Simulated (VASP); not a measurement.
# SnO in VASP: single point with PBE+D3(BJ)

Aim: the single point of SnO with PBE+D3(BJ).

Program: VASP 6.6.1. These are calculated values, not measurements. Logs are shortened: lines on timing, memory, paths and dates and some standing lists are left out, and cuts for length are marked.

**1. The cell of the first run**

The cell holds a slab with vacuum, 16 atoms: a = 3.836 Å, b = 3.836 Å, c = 31.594 Å, α = 90.00°, β = 90.00°, γ = 90.00°.

**2. Single point, PBE+D3(BJ)**

Contents of INCAR:

```
SYSTEM = SnO
PREC = Accurate ; ENCUT = 520
EDIFF = 1E-7 ; ISMEAR = 0
SIGMA = 0.1 ; LREAL = Auto
LASPH = .TRUE. ; NELM = 60
ALGO = Normal ; ISIF = 2
LWAVE = .FALSE. ; LCHARG = .TRUE.
LDIPOL = .TRUE. ; IDIPOL = 3
DIPOL = 0.5 0.5 0.500 ; GGA = PE
IVDW = 12 ; LELF = .TRUE.
LVHAR = .TRUE. ; LVACPOTAV = .TRUE.
NBANDS = 94
```

Contents of KPOINTS:

```
regular mesh
0
G
  9 9 1
  0 0 0
```

Contents of POSCAR:

```
SnO
1.0
    3.8360583299      0.0000000000      0.0000000000
   -0.0000106623      3.8360583299      0.0000000000
    0.0000000000      0.0000000000     31.5939937619
Sn O
8 8
Direct
    0.9998905101      0.9998905101      0.2373868925
    0.4998732149      0.4998732149      0.3107304199
    0.0001094899      0.0001094899      0.3880144550
    0.5001267851      0.5001267851      0.4613579825
    0.9998905101      0.9998905101      0.5386420175
    0.4998732149      0.4998732149      0.6119855450
    0.0001094899      0.0001094899      0.6892695801
    0.5001267851      0.5001267851      0.7626131075
    0.9998239352      0.4998148992      0.2740599448
    0.4998148992      0.9998239352      0.2740599448
    0.0001760648      0.5001851008      0.4246875074
    0.5001851008      0.0001760648      0.4246875074
    0.9998239352      0.4998148992      0.5753150699
    0.4998148992      0.9998239352      0.5753150699
    0.0001760648      0.5001851008      0.7259426324
    0.5001851008      0.0001760648      0.7259426324
```

Potentials or basis: VASP PAW PBE potentials, release 64 (Sn_d, O).

Command:

```sh
cat potpaw_PBE.64/Sn_d/POTCAR potpaw_PBE.64/O/POTCAR > POTCAR
mpirun -np 1 vasp_std > vasp.out
```

OUTCAR:

```text
SYSTEM = SnO
   PREC = Accurate
   ENCUT = 520
   EDIFF = 1E-7
   ISMEAR = 0
   LREAL = Auto
   LASPH = .TRUE.
   NELM = 60
   ISIF = 2
   GGA = PE
   IVDW = 12
 IVDW          = 12

 ion  position               nearest neighbor table
   1  1.000  1.000  0.237-  10 2.24   9 2.24  10 2.24   9 2.24   2 3.57   2 3.57   2 3.57   2 3.57

   2  0.500  0.500  0.311-   9 2.24  10 2.24   9 2.24  10 2.24   1 3.57   1 3.57   1 3.57   1 3.57
                             3 3.65   3 3.65   3 3.65   3 3.65
   3  0.000  0.000  0.388-  12 2.24  11 2.24  12 2.24  11 2.24   4 3.57   4 3.57   4 3.57   4 3.57
                             2 3.65   2 3.65   2 3.65   2 3.65
   4  0.500  0.500  0.461-  11 2.24  12 2.24  11 2.24  12 2.24   3 3.57   3 3.57   3 3.57   3 3.57
                             5 3.65   5 3.65   5 3.65   5 3.65
   5  1.000  1.000  0.539-  14 2.24  13 2.24  14 2.24  13 2.24   6 3.57   6 3.57   6 3.57   6 3.57
                             4 3.65   4 3.65   4 3.65   4 3.65
   6  0.500  0.500  0.612-  13 2.24  14 2.24  13 2.24  14 2.24   5 3.57   5 3.57   5 3.57   5 3.57
                             7 3.65   7 3.65   7 3.65   7 3.65
   7  0.000  0.000  0.689-  16 2.24  15 2.24  16 2.24  15 2.24   8 3.57   8 3.57   8 3.57   8 3.57
                             6 3.65   6 3.65   6 3.65   6 3.65
   8  0.500  0.500  0.763-  15 2.24  16 2.24  15 2.24  16 2.24   7 3.57   7 3.57   7 3.57   7 3.57

   9  1.000  0.500  0.274-   1 2.24   2 2.24   2 2.24   1 2.24
  10  0.500  1.000  0.274-   1 2.24   2 2.24   2 2.24   1 2.24
  11  0.000  0.500  0.425-   3 2.24   4 2.24   4 2.24   3 2.24
  12  0.500  0.000  0.425-   3 2.24   4 2.24   4 2.24   3 2.24
  13  1.000  0.500  0.575-   5 2.24   6 2.24   6 2.24   5 2.24
  14  0.500  1.000  0.575-   5 2.24   6 2.24   6 2.24   5 2.24
  15  0.000  0.500  0.726-   7 2.24   8 2.24   8 2.24   7 2.24
  16  0.500  0.000  0.726-   7 2.24   8 2.24   8 2.24   7 2.24

  LATTYP: Found a simple tetragonal cell.
 ALAT       =     3.8360583299
 C/A-ratio  =     8.2360566615

  Lattice vectors:

 A1 = (   3.8360583299,   0.0000000000,   0.0000000000)
 A2 = (  -0.0000106623,   3.8360583299,   0.0000000000)
 A3 = (   0.0000000000,   0.0000000000,  31.5939937619)

Analysis of symmetry for initial positions (statically):
=====================================================================
 Subroutine PRICEL returns:
 Original cell was already a primitive cell.

 Routine SETGRP: Setting up the symmetry group for a
 simple tetragonal supercell.

 Subroutine GETGRP returns: Found  2 space group operations
 (whereof  2 operations were pure point group operations)
 out of a pool of 16 trial point group operations.

The static configuration has the point symmetry C_1h.

Analysis of symmetry for dynamics (positions and initial velocities):
=====================================================================
 Subroutine PRICEL returns:
 Original cell was already a primitive cell.

 Routine SETGRP: Setting up the symmetry group for a
 simple tetragonal supercell.

 Subroutine GETGRP returns: Found  2 space group operations
 (whereof  2 operations were pure point group operations)
 out of a pool of 16 trial point group operations.

The dynamic configuration has the point symmetry C_1h.

 Subroutine INISYM returns: Found  2 space group operations
 (whereof  2 operations are pure point group operations),
 and found     1 'primitive' translations

----------------------------------------------------------------------------------------

                                     Primitive cell

  volume of cell :     464.9165

  direct lattice vectors                    reciprocal lattice vectors
     3.836058330  0.000000000  0.000000000     0.260684253  0.000000725  0.000000000
    -0.000010662  3.836058330  0.000000000     0.000000000  0.260684253  0.000000000
     0.000000000  0.000000000 31.593993762     0.000000000  0.000000000  0.031651586

  length of vectors
     3.836058330  3.836058330 31.593993762     0.260684253  0.260684253  0.031651586

  position of ions in fractional coordinates (direct lattice)
     0.999890510  0.999890510  0.237386892
     0.499873215  0.499873215  0.310730420
     0.000109490  0.000109490  0.388014455
     0.500126785  0.500126785  0.461357982
     0.999890510  0.999890510  0.538642018
     0.499873215  0.499873215  0.611985545
[... 8 lines left out ...]
     0.000176065  0.500185101  0.725942632
     0.500185101  0.000176065  0.725942632

  ion indices of the primitive-cell ions
   primitive index   ion index
                 1           1
                 2           2
                 3           3
                 4           4
                 5           5
                 6           6
[... 8 lines left out ...]
                15          15
                16          16

----------------------------------------------------------------------------------------

 KPOINTS: regular mesh

Automatic generation of k-mesh.
 Grid dimensions read from file:
 generate k-points for:    9    9    1

 Generating k-lattice:

  Cartesian coordinates                     Fractional coordinates (reciprocal lattice)
     0.028964917  0.000000081  0.000000000     0.111111111 -0.000000000  0.000000000
     0.000000000  0.028964917  0.000000000     0.000000000  0.111111111  0.000000000
     0.000000000  0.000000000  0.031651586     0.000000000  0.000000000  1.000000000

  Length of vectors
     0.028964917  0.028964917  0.031651586

  Shift w.r.t. Gamma in fractional coordinates (k-lattice)
     0.000000000  0.000000000  0.000000000

 Subroutine IBZKPT returns following result:
 ===========================================

 Found     25 irreducible k-points:

 Following reciprocal coordinates:
            Coordinates               Weight
  0.000000  0.000000  0.000000      1.000000
  0.111111  0.000000  0.000000      4.000000
  0.222222  0.000000  0.000000      4.000000
  0.333333 -0.000000  0.000000      4.000000
  0.444444  0.000000  0.000000      4.000000
  0.111111  0.111111  0.000000      2.000000
[... 16 lines left out ...]
 -0.333333  0.444444  0.000000      4.000000
  0.444444  0.444444  0.000000      2.000000
   k-points           NKPTS =     25   k-points in BZ     NKDIM =     25   number of bands    NBANDS=     94
   number of dos      NEDOS =    301   number of ions     NIONS =     16
   total plane-waves  NPLWV = 216000
   dimension x,y,z NGX =    30 NGY =   30 NGZ =  240
   dimension x,y,z NGXF=    60 NGYF=   60 NGZF=  480
   ions per type =               8   8
   NGX,Y,Z   is equivalent  to a cutoff of  13.00, 13.00, 12.63 a.u.
   NGXF,Y,Z  is equivalent  to a cutoff of  26.00, 26.00, 25.26 a.u.
 SYSTEM =  SnO
   PREC   = accura    normal or accurate (medium, high low for compatibility)
   ISTART =      0    job   : 0-new  1-cont  2-samecut
   ICHARG =      2    charge: 1-file 2-atom 10-const
   ISPIN  =      1    spin polarized calculation?
   LNONCOLLINEAR =      F non collinear calculations
   LSORBIT =      F    spin-orbit coupling
   LASPH  =      T    aspherical Exc in radial PAW
   ENCUT  =  520.0 eV  38.22 Ry    6.18 a.u.   7.13  7.13 58.74*2*pi/ulx,y,z
   NELM   =     60;   NELMIN=  2; NELMDL= -5     # of ELM steps
   EDIFF  = 0.1E-06   stopping-criterion for ELM
   LREAL  =      T    real-space projection
   EDIFFG = 0.1E-05   stopping-criterion for IOM
   NSW    =      0    number of steps for IOM
   IBRION =     -1    ionic relax: 0-MD 1-quasi-New 2-CG
   NFREE  =      0    steps in history (QN), initial steepest desc. (CG)
   ISIF   =      2    stress and relaxation
   ISYM   =      2    0-nonsym 1-usesym 2-fastsym
   POTIM  = 0.5000    time-step for ionic-motion
   TEBEG  =    0.0;   TEEND  =   0.0 temperature during run
   PSTRESS=    0.0 pullay stress
   NELECT =     160.0000    total number of electrons
   NUPDOWN=      -1.0000    fix difference up-down
   EMIN   =  10.00;   EMAX   =-10.00  energy-range for DOS
   EFERMI =   0.00;   METHOD = LEGACY
   ISMEAR =     0;   SIGMA  =   0.10  broadening in eV -4-tet -1-fermi 0-gaus
   EFERMI_NEDOS =   21; number of points for ismear=-14 and -15
   IALGO  =     38    algorithm
   IMIX   =      4    mixing-type and parameters
     AMIX     =   0.40;   BMIX     =  1.00
     AMIX_MAG =   1.60;   BMIX_MAG =  1.00
  volume/ion in A,a.u.               =      29.06       196.09
  Fermi-wavevector in a.u.,A,eV,Ry     =   1.147246  2.167980 17.907623  1.316173
  Thomas-Fermi vector in A             =   2.283927
   LORBIT       =      0    0 simple, 1 ext, 2 COOP (PROOUT), +10 PAW based schemes
   GGA     = PE    functional components
   LHFCALC =     F    Hartree Fock is set to
   AEXX    =    0.0000 exact exchange contribution
   IVDW    =    12    specifies the selected vdW correction
   LEPSILON=     F    determine dielectric tensor
   LRPA    =     F    only Hartree local field effects (RPA)
 non-spin polarized calculation
 Gauss-broadening in eV      SIGMA  =   0.10
  energy-cutoff  :      520.00
  volume of cell :      464.92
 maximum number of plane-waves:     12568
 NGX is ok and might be reduce to    30
   NGX = 15   NGY = 15   NGZ =117

 dipolmoment           0.000000      0.000000     -0.000064 electrons x Angstroem

 number of electron     160.0000069 magnetization

 dipolmoment           0.000000      0.000000      0.000134 electrons x Angstroem

 Free energy of the ion-electron system (eV)
  ---------------------------------------------------
  ext. energy  EPLUGINS =         0.00000000
  ---------------------------------------------------
  free energy    TOTEN  =       -90.65804520 eV

  energy without entropy =      -90.65799610  energy(sigma->0) =      -90.65802065

 E-fermi :   2.7901     XC(G=0):  -6.6368

 val. band max:        2.5634675867   @ k =   0.1111   0.0000   0.0000
 cond. band min:       3.0082493013   @ k =   0.4444   0.4444   0.0000
 fundamental gap:      0.4447817146
 Fermi energy:         2.7901131217

 k-point     1 :       0.0000    0.0000    0.0000
  band No.  band energies     occupation
      1     -19.2578      2.00000
      2     -19.2492      2.00000
      3     -19.2390      2.00000
      4     -19.2368      2.00000
      5     -18.8754      2.00000
      6     -18.8656      2.00000
[... 2269 lines left out ...]
     91       7.1560      0.00000
     92       7.3118      0.00000

 [... further k-points ...]

 [bands above 92 left out]

------------------------ aborting loop because EDIFF is reached ----------------------------------------

 Edisp (eV)   -3.33460

 E8    (eV) :    -1.4653

  FORCE on cell =-STRESS in cart. coord.  units (eV):
  Direction    XX          YY          ZZ          XY          YZ          ZX
  --------------------------------------------------------------------------------------
  -------------------------------------------------------------------------------------
  Total       0.54817     0.54817     1.27617    -0.00350    -0.00577    -0.00577
  in kB       1.88907     1.88907     4.39788    -0.01208    -0.01987    -0.01987
  external pressure =        2.73 kB  Pullay stress =        0.00 kB

 VOLUME and BASIS-vectors are now :
 -----------------------------------------------------------------------------
  energy-cutoff  :      520.00
  volume of cell :      464.92
      direct lattice vectors                 reciprocal lattice vectors
     3.836058330  0.000000000  0.000000000     0.260684253  0.000000725  0.000000000
    -0.000010662  3.836058330  0.000000000     0.000000000  0.260684253  0.000000000
     0.000000000  0.000000000 31.593993762     0.000000000  0.000000000  0.031651586

 POSITION                                       TOTAL-FORCE (eV/Angst)
 -----------------------------------------------------------------------------------
      3.83563      3.83564      7.50000        -0.001473     -0.001473     -0.296674
      1.91754      1.91754      9.81721         0.001712      0.001712      0.228496
      0.00042      0.00042     12.25893         0.001905      0.001905     -0.059577
      1.91851      1.91852     14.57614         0.001839      0.001839      0.075249
      3.83563      3.83564     17.01785        -0.002555     -0.002555     -0.074333
      1.91754      1.91754     19.33507        -0.001260     -0.001260      0.060489
[... 8 lines left out ...]
      0.00067      1.91874     22.93543        -0.000999     -0.001744     -0.012218
      1.91874      0.00068     22.93543        -0.001744     -0.000999     -0.012218
 -----------------------------------------------------------------------------------
    total drift:                                0.000262      0.000262      0.001150

  FREE ENERGIE OF THE ION-ELECTRON SYSTEM (eV)
  ---------------------------------------------------
  free  energy   TOTEN  =       -93.9926458704 eV

  energy  without entropy=      -93.9925967651  energy(sigma->0) =      -93.99262132

 vacuum level on the upper side and lower side of the slab         6.806         6.805
```

Wall time 51 min (1 thread of Oxide Virtual Turin-like, shared host); peak memory 0.86 GiB.

Results:

```
Free energy                : -93.9926 eV
Largest force              : 0.298 eV/Å
Band gap on the k mesh     : 0.44 eV (least direct gap 1.78 eV)
Dispersion energy per atom : -0.208 eV
```

Forces on the atoms (eV/Å):
```
Sn  -0.001 -0.001 -0.297
Sn   0.002  0.002  0.228
Sn   0.002  0.002 -0.060
Sn   0.002  0.002  0.075
Sn  -0.003 -0.003 -0.074
Sn  -0.001 -0.001  0.060
Sn  -0.001 -0.001 -0.228
Sn   0.001  0.001  0.298
O    0.001  0.002  0.011
O    0.002  0.001  0.011
O    0.000 -0.001 -0.005
O   -0.001  0.000 -0.005
O    0.000  0.001  0.005
O    0.001  0.000  0.005
O   -0.001 -0.002 -0.012
O   -0.002 -0.001 -0.012
```

Caveat: semilocal functionals underestimate gaps, and a narrow one can read as zero; spin-orbit coupling is left out, which moves the levels of the heavy elements.
